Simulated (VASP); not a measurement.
# CaS (Fm-3m) in VASP: settings compared

The runs below take CaS through single point, with PBE, LDA, PBEsol.

All numbers are computed with VASP 6.6.1; they aren't measurements. Logs are shortened: lines on timing, memory, paths and dates and some standing lists are left out, and cuts for length are marked.

## Step 1: The cell of the first run

Symmetry: Fm-3m, No. 225, cubic system. The conventional cell has a = 5.696 Å, b = 5.696 Å, c = 5.696 Å, α = 90.00°, β = 90.00°, γ = 90.00°. Within 3.8 Å of Ca (site symmetry m-3m) lie 6 S at 2.85 Å. Within 3.8 Å of S (site symmetry m-3m) lie 6 Ca at 2.85 Å.

## Step 2: Single point, PBE

INCAR reads:

```
SYSTEM = CaS
PREC = Accurate ; ENCUT = 500
EDIFF = 1E-6 ; ISMEAR = 0
SIGMA = 0.01 ; LREAL = .False.
LASPH = .True. ; NELM = 120
ALGO = Normal ; ISIF = 2
LWAVE = .False. ; LCHARG = .False.
GGA = PE ; NBANDS = 15
GGA_COMPAT = .False.
```

KPOINTS reads:

```
Automatic mesh
0
Gamma
  4 4 4
  0 0 0
```

POSCAR reads:

```
CaS
1.0
    0.0000000000      2.8479335931      2.8479335931
    2.8479335931      0.0000000000      2.8479335931
    2.8479335931      2.8479335931      0.0000000000
Ca S
1 1
Direct
    0.0000000000      0.0000000000      0.0000000000
    0.5000000000      0.5000000000      0.5000000000
```

Potentials or basis: VASP PAW PBE potentials, release 64 (Ca_sv, S).

The run is started by

```sh
$ cat potpaw_PBE.64/Ca_sv/POTCAR potpaw_PBE.64/S/POTCAR > POTCAR
$ mpirun -np 1 vasp_std > vasp.out
```

OUTCAR:

```text
SYSTEM = CaS
   PREC = Accurate
   ENCUT = 500
   EDIFF = 1E-6
   ISMEAR = 0
   LREAL = .False.
   LASPH = .True.
   NELM = 120
   ISIF = 2
   GGA = PE

 ion  position               nearest neighbor table
   1  0.000  0.000  0.000-   2 2.85   2 2.85   2 2.85   2 2.85   2 2.85   2 2.85
   2  0.500  0.500  0.500-   1 2.85   1 2.85   1 2.85   1 2.85   1 2.85   1 2.85

  LATTYP: Found a face centered cubic cell.
 ALAT       =     5.6958671862

  Lattice vectors:

 A1 = (   0.0000000000,   2.8479335931,   2.8479335931)
 A2 = (   2.8479335931,   0.0000000000,   2.8479335931)
 A3 = (   2.8479335931,   2.8479335931,   0.0000000000)

Analysis of symmetry for initial positions (statically):
=====================================================================
 Subroutine PRICEL returns:
 Original cell was already a primitive cell.

 Routine SETGRP: Setting up the symmetry group for a
 face centered cubic supercell.

 Subroutine GETGRP returns: Found 48 space group operations
 (whereof 48 operations were pure point group operations)
 out of a pool of 48 trial point group operations.

The static configuration has the point symmetry O_h .

Analysis of symmetry for dynamics (positions and initial velocities):
=====================================================================
 Subroutine PRICEL returns:
 Original cell was already a primitive cell.

 Routine SETGRP: Setting up the symmetry group for a
 face centered cubic supercell.

 Subroutine GETGRP returns: Found 48 space group operations
 (whereof 48 operations were pure point group operations)
 out of a pool of 48 trial point group operations.

The dynamic configuration has the point symmetry O_h .

 Subroutine INISYM returns: Found 48 space group operations
 (whereof 48 operations are pure point group operations),
 and found     1 'primitive' translations

----------------------------------------------------------------------------------------

                                     Primitive cell

  volume of cell :      46.1976

  direct lattice vectors                    reciprocal lattice vectors
     0.000000000  2.847933593  2.847933593    -0.175565891  0.175565891  0.175565891
     2.847933593  0.000000000  2.847933593     0.175565891 -0.175565891  0.175565891
     2.847933593  2.847933593  0.000000000     0.175565891  0.175565891 -0.175565891

  length of vectors
     4.027586312  4.027586312  4.027586312     0.304089044  0.304089044  0.304089044

  position of ions in fractional coordinates (direct lattice)
     0.000000000  0.000000000  0.000000000
     0.500000000  0.500000000  0.500000000

  ion indices of the primitive-cell ions
   primitive index   ion index
                 1           1
                 2           2

----------------------------------------------------------------------------------------

 KPOINTS: Automatic mesh

Automatic generation of k-mesh.
 Grid dimensions read from file:
 generate k-points for:    4    4    4

 Generating k-lattice:

  Cartesian coordinates                     Fractional coordinates (reciprocal lattice)
    -0.043891473  0.043891473  0.043891473     0.250000000  0.000000000  0.000000000
     0.043891473 -0.043891473  0.043891473     0.000000000  0.250000000  0.000000000
     0.043891473  0.043891473 -0.043891473     0.000000000  0.000000000  0.250000000

  Length of vectors
     0.076022261  0.076022261  0.076022261

  Shift w.r.t. Gamma in fractional coordinates (k-lattice)
     0.000000000  0.000000000  0.000000000

 Subroutine IBZKPT returns following result:
 ===========================================

 Found      8 irreducible k-points:

 Following reciprocal coordinates:
            Coordinates               Weight
  0.000000  0.000000  0.000000      1.000000
  0.250000  0.000000  0.000000      8.000000
  0.500000  0.000000  0.000000      4.000000
  0.250000  0.250000  0.000000      6.000000
  0.500000  0.250000  0.000000     24.000000
 -0.250000  0.250000  0.000000     12.000000
  0.500000  0.500000  0.000000      3.000000
 -0.250000  0.500000  0.250000      6.000000
   k-points           NKPTS =      8   k-points in BZ     NKDIM =      8   number of bands    NBANDS=     15
   number of dos      NEDOS =    301   number of ions     NIONS =      2
   total plane-waves  NPLWV =  27000
   dimension x,y,z NGX =    30 NGY =   30 NGZ =   30
   dimension x,y,z NGXF=    60 NGYF=   60 NGZF=   60
   ions per type =               1   1
   NGX,Y,Z   is equivalent  to a cutoff of  12.38, 12.38, 12.38 a.u.
   NGXF,Y,Z  is equivalent  to a cutoff of  24.77, 24.77, 24.77 a.u.
 SYSTEM =  CaS
   PREC   = accura    normal or accurate (medium, high low for compatibility)
   ISTART =      0    job   : 0-new  1-cont  2-samecut
   ICHARG =      2    charge: 1-file 2-atom 10-const
   ISPIN  =      1    spin polarized calculation?
   LNONCOLLINEAR =      F non collinear calculations
   LSORBIT =      F    spin-orbit coupling
   LASPH  =      T    aspherical Exc in radial PAW
   ENCUT  =  500.0 eV  36.75 Ry    6.06 a.u.   7.34  7.34  7.34*2*pi/ulx,y,z
   NELM   =    120;   NELMIN=  2; NELMDL= -5     # of ELM steps
   EDIFF  = 0.1E-05   stopping-criterion for ELM
   LREAL  =      F    real-space projection
   EDIFFG = 0.1E-04   stopping-criterion for IOM
   NSW    =      0    number of steps for IOM
   IBRION =     -1    ionic relax: 0-MD 1-quasi-New 2-CG
   NFREE  =      0    steps in history (QN), initial steepest desc. (CG)
   ISIF   =      2    stress and relaxation
   ISYM   =      2    0-nonsym 1-usesym 2-fastsym
   POTIM  = 0.5000    time-step for ionic-motion
   TEBEG  =    0.0;   TEEND  =   0.0 temperature during run
   PSTRESS=    0.0 pullay stress
   NELECT =      16.0000    total number of electrons
   NUPDOWN=      -1.0000    fix difference up-down
   EMIN   =  10.00;   EMAX   =-10.00  energy-range for DOS
   EFERMI =   0.00;   METHOD = LEGACY
   ISMEAR =     0;   SIGMA  =   0.01  broadening in eV -4-tet -1-fermi 0-gaus
   EFERMI_NEDOS =   21; number of points for ismear=-14 and -15
   IALGO  =     38    algorithm
   IMIX   =      4    mixing-type and parameters
     AMIX     =   0.40;   BMIX     =  1.00
     AMIX_MAG =   1.60;   BMIX_MAG =  1.00
  volume/ion in A,a.u.               =      23.10       155.88
  Fermi-wavevector in a.u.,A,eV,Ry     =   1.149675  2.172570 17.983526  1.321752
  Thomas-Fermi vector in A             =   2.286343
   LORBIT       =      0    0 simple, 1 ext, 2 COOP (PROOUT), +10 PAW based schemes
   GGA     = PE    functional components
   LHFCALC =     F    Hartree Fock is set to
   AEXX    =    0.0000 exact exchange contribution
   IVDW    =     0    specifies the selected vdW correction
   LEPSILON=     F    determine dielectric tensor
   LRPA    =     F    only Hartree local field effects (RPA)
 non-spin polarized calculation
 Gauss-broadening in eV      SIGMA  =   0.01
  energy-cutoff  :      500.00
  volume of cell :       46.20
 maximum number of plane-waves:      1211
 NGX is ok and might be reduce to    30
   NGX = 15   NGY = 15   NGZ = 15

 number of electron      16.0000004 magnetization

 Free energy of the ion-electron system (eV)
  ---------------------------------------------------
  ext. energy  EPLUGINS =         0.00000000
  ---------------------------------------------------
  free energy    TOTEN  =       -10.35267090 eV

  energy without entropy =      -10.35267090  energy(sigma->0) =      -10.35267090

 E-fermi :   2.7869     XC(G=0):  -9.3103

 val. band max:        2.7346867279   @ k =   0.0000   0.0000   0.0000
 cond. band min:       5.0846107380   @ k =   0.5000   0.5000   0.0000
 fundamental gap:      2.3499240101
 Fermi energy:         2.7869158730

 k-point     1 :       0.0000    0.0000    0.0000
  band No.  band energies     occupation
      1     -36.4781      2.00000
      2     -17.4578      2.00000
      3     -17.4578      2.00000
      4     -17.4578      2.00000
      5      -8.5889      2.00000
      6       2.7347      2.00000
      7       2.7347      2.00000
      8       2.7347      2.00000
      9       6.8754      0.00000
     10       6.8897      0.00000
     11       6.8897      0.00000
     12       6.8897      0.00000
     13       7.4823      0.00000
     14       7.4823      0.00000
     15      13.5942      0.00000

 k-point     2 :       0.2500    0.0000    0.0000
  band No.  band energies     occupation
      1     -36.4724      2.00000
      2     -17.5424      2.00000
      3     -17.4644      2.00000
      4     -17.4644      2.00000
      5      -8.2080      2.00000
      6       0.9104      2.00000
      7       2.0655      2.00000
      8       2.0655      2.00000
      9       7.0119      0.00000
     10       7.6966      0.00000
     11       7.6966      0.00000
     12       8.9051      0.00000
     13       8.9051      0.00000
     14       8.9861      0.00000
     15      13.0874      0.00000

 k-point     3 :       0.5000    0.0000    0.0000
  band No.  band energies     occupation
      1     -36.4667      2.00000
      2     -17.6239      2.00000
      3     -17.4709      2.00000
      4     -17.4709      2.00000
      5      -7.7785      2.00000
      6      -0.3592      2.00000
      7       1.5767      2.00000
      8       1.5767      2.00000
      9       7.9484      0.00000
     10       8.7865      0.00000
     11       8.9193      0.00000
     12       8.9193      0.00000
     13      10.8698      0.00000
     14      10.8698      0.00000
     15      11.5776      0.00000

 k-point     4 :       0.2500    0.2500    0.0000
  band No.  band energies     occupation
      1     -36.4706      2.00000
      2     -17.5300      2.00000
      3     -17.4820      2.00000
      4     -17.4820      2.00000
      5      -8.1785      2.00000
      6       0.7711      2.00000
      7       2.2018      2.00000
      8       2.2018      2.00000
      9       5.8348      0.00000
     10       7.8776      0.00000
     11       7.9156      0.00000
     12       8.6221      0.00000
     13       8.6221      0.00000
     14      11.1358      0.00000
     15      12.6190      0.00000

 k-point     5 :       0.5000    0.2500    0.0000
  band No.  band energies     occupation
      1     -36.4650      2.00000
      2     -17.5821      2.00000
      3     -17.5090      2.00000
      4     -17.4886      2.00000
      5      -7.8734      2.00000
      6       0.2927      2.00000
      7       1.2691      2.00000
      8       1.7432      2.00000
      9       6.5432      0.00000
     10       9.0179      0.00000
     11       9.1230      0.00000
     12       9.2682      0.00000
     13       9.4967      0.00000
     14      10.3632      0.00000
     15      11.6249      0.00000

 k-point     6 :      -0.2500    0.2500    0.0000
  band No.  band energies     occupation
      1     -36.4668      2.00000
      2     -17.5740      2.00000
      3     -17.5125      2.00000
      4     -17.4711      2.00000
      5      -7.9004      2.00000
      6       0.2691      2.00000
      7       1.3904      2.00000
      8       1.6385      2.00000
      9       7.8622      0.00000
     10       8.1982      0.00000
     11       8.3558      0.00000
     12       8.7680      0.00000
     13       9.8834      0.00000
     14      10.8531      0.00000
     15      12.6363      0.00000

 k-point     7 :       0.5000    0.5000    0.0000
  band No.  band energies     occupation
      1     -36.4632      2.00000
      2     -17.5798      2.00000
      3     -17.5062      2.00000
      4     -17.5062      2.00000
      5      -7.9643      2.00000
      6       0.4579      2.00000
      7       1.9280      2.00000
      8       1.9280      2.00000
      9       5.0846      0.00000
     10       8.3266      0.00000
     11       8.7448      0.00000
     12       9.4986      0.00000
     13       9.5091      0.00000
     14       9.5091      0.00000
     15      13.0897      0.00000

 k-point     8 :      -0.2500    0.5000    0.2500
  band No.  band energies     occupation
      1     -36.4631      2.00000
      2     -17.5430      2.00000
      3     -17.5430      2.00000
      4     -17.5163      2.00000
      5      -7.8485      2.00000
      6       0.9532      2.00000
      7       0.9532      2.00000
      8       1.1842      2.00000
      9       7.5526      0.00000
     10       7.5526      0.00000
     11       8.7225      0.00000
     12       9.1502      0.00000
     13       9.5175      0.00000
     14      12.0344      0.00000
     15      12.8204      0.00000

------------------------ aborting loop because EDIFF is reached ----------------------------------------

  FORCE on cell =-STRESS in cart. coord.  units (eV):
  Direction    XX          YY          ZZ          XY          YZ          ZX
  --------------------------------------------------------------------------------------
  -------------------------------------------------------------------------------------
  Total        0.2132997      0.2132997      0.2132997      0.0000000      0.0000000     -0.0000000
  in kB        7.3974378      7.3974378      7.3974378      0.0000000      0.0000000     -0.0000000
  external PRESSURE =       7.3974378 kB  Pullay stress =       0.0000000 kB

 VOLUME and BASIS-vectors are now :
 -----------------------------------------------------------------------------
  energy-cutoff  :      500.00
  volume of cell :       46.20
      direct lattice vectors                 reciprocal lattice vectors
     0.000000000  2.847933593  2.847933593    -0.175565891  0.175565891  0.175565891
     2.847933593  0.000000000  2.847933593     0.175565891 -0.175565891  0.175565891
     2.847933593  2.847933593  0.000000000     0.175565891  0.175565891 -0.175565891

 POSITION                                       TOTAL-FORCE (eV/Angst)
 -----------------------------------------------------------------------------------
      0.00000      0.00000      0.00000         0.000000      0.000000      0.000000
      2.84793      2.84793      2.84793        -0.000000     -0.000000     -0.000000
 -----------------------------------------------------------------------------------
    total drift:                               -0.000000      0.000000      0.000000

  FREE ENERGIE OF THE ION-ELECTRON SYSTEM (eV)
  ---------------------------------------------------
  free  energy   TOTEN  =       -10.3526708988 eV

  energy  without entropy=      -10.3526708988  energy(sigma->0) =      -10.35267090
```

Run time: 12 s. Hardware: 1 thread of Intel Xeon 8259CL, shared host; peak memory 0.16 GiB.

Results:

| Item | Value |
| --- | --- |
| Free energy | -10.3527 eV |
| Pressure | 0.7 GPa |
| Band gap on the k mesh | 2.35 eV, indirect (least direct gap 3.16 eV) |

Caveat: the k points lie up to 0.48 Å⁻¹ apart. A k mesh can miss the band edges.

## Step 3: Single point, LDA

This run uses another cell than the first one, of 21.54 Å³/atom, 0.932 times its volume.

INCAR reads:

```
SYSTEM = CaS
ALGO = Normal
EDIFF = 1E-6
ENCUT = 500
GGA_COMPAT = .FALSE.
ISIF = 2
ISMEAR = -1
LASPH = .TRUE.
LCHARG = .FALSE.
LREAL = .FALSE.
LWAVE = .FALSE.
NBANDS = 15
NELM = 120
PREC = Accurate
SIGMA = 0.02
```

KPOINTS reads:

```
k-points
0
G
  8 8 8
  0 0 0
```

POSCAR reads:

```
CaS
1.0
    0.0000000000      2.7822608959      2.7822608959
    2.7822608959      0.0000000000      2.7822608959
    2.7822608959      2.7822608959      0.0000000000
Ca S
1 1
Direct
    0.0000000000      0.0000000000      0.0000000000
    0.5000000000      0.5000000000      0.5000000000
```

Potentials or basis: VASP PAW LDA potentials, release 64 (Ca_sv, S).

The run is started by

```sh
$ cat potpaw_LDA.64/Ca_sv/POTCAR potpaw_LDA.64/S/POTCAR > POTCAR
$ mpirun -np 1 vasp_std > vasp.out
```

Wall time 27 s (1 thread of Intel Xeon 8259CL, shared host); peak memory 0.16 GiB.

Results (log left out):

```
Free energy            : -11.4334 eV
Pressure               : 0.2 GPa
Band gap on the k mesh : 1.96 eV, indirect (least direct gap 2.83 eV)
```

Levels at points of the mesh, in eV from the valence-band top:
```
           k point  band 6  band 7  band 8  band 9  band 10  band 11
(0.00, 0.00, 0.00)    0.00    0.00    0.00    3.93     3.93     3.93
(0.50, 0.00, 0.00)   -3.43   -1.35   -1.35    5.16     6.11     6.22
(0.50, 0.50, 0.00)   -2.46   -0.87   -0.87    1.96     5.59     6.12
```

## Step 4: Single point, PBEsol

This run uses another cell than the first one, of 22.34 Å³/atom, 0.967 times its volume.

INCAR reads:

```
SYSTEM = CaS
  PREC = Accurate
  ENCUT = 500
  EDIFF = 1E-6
  ISMEAR = -1
  SIGMA = 0.02
  LREAL = .False.
  LASPH = .True.
  NELM = 120
  ALGO = Normal
  ISIF = 2
  LWAVE = .False.
  LCHARG = .True.
  GGA = PS
  LELF = .True.
  LVHAR = .True.
  NBANDS = 15
  GGA_COMPAT = .False.
```

KPOINTS reads:

```
Automatic mesh
0
Gamma
  8 8 8
  0 0 0
```

POSCAR reads:

```
CaS
1.0
    0.0000000000      2.8165921477      2.8165921477
    2.8165921477      0.0000000000      2.8165921477
    2.8165921477      2.8165921477      0.0000000000
Ca S
1 1
Direct
    0.0000000000      0.0000000000      0.0000000000
    0.5000000000      0.5000000000      0.5000000000
```

Potentials or basis: VASP PAW PBE potentials, release 64 (Ca_sv, S).

The run is started by

```sh
$ cat potpaw_PBE.64/Ca_sv/POTCAR potpaw_PBE.64/S/POTCAR > POTCAR
$ mpirun -np 1 vasp_std > vasp.out
```

Run time: 35 s. Hardware: 1 thread of Intel Xeon 8259CL, shared host; peak memory 0.17 GiB.

The run converged. Its results:

| Quantity | Value |
| --- | --- |
| Free energy | -10.9160 eV |
| Pressure | 0.2 GPa |
| Band gap on the k mesh | 2.15 eV, indirect (least direct gap 3.00 eV) |

Levels at points of the mesh, in eV from the valence-band top:
| k point | band 6 | band 7 | band 8 | band 9 | band 10 | band 11 |
| --- | --- | --- | --- | --- | --- | --- |
| (0.00, 0.00, 0.00) | 0.00 | 0.00 | 0.00 | 4.08 | 4.08 | 4.08 |
| (0.50, 0.00, 0.00) | -3.28 | -1.25 | -1.25 | 5.12 | 6.12 | 6.27 |
| (0.50, 0.50, 0.00) | -2.39 | -0.84 | -0.84 | 2.15 | 5.64 | 6.05 |

Caveat: the PAW data sets were made with another functional, which shifts forces and pressure a little.

(Continued in part 2 of 2.)
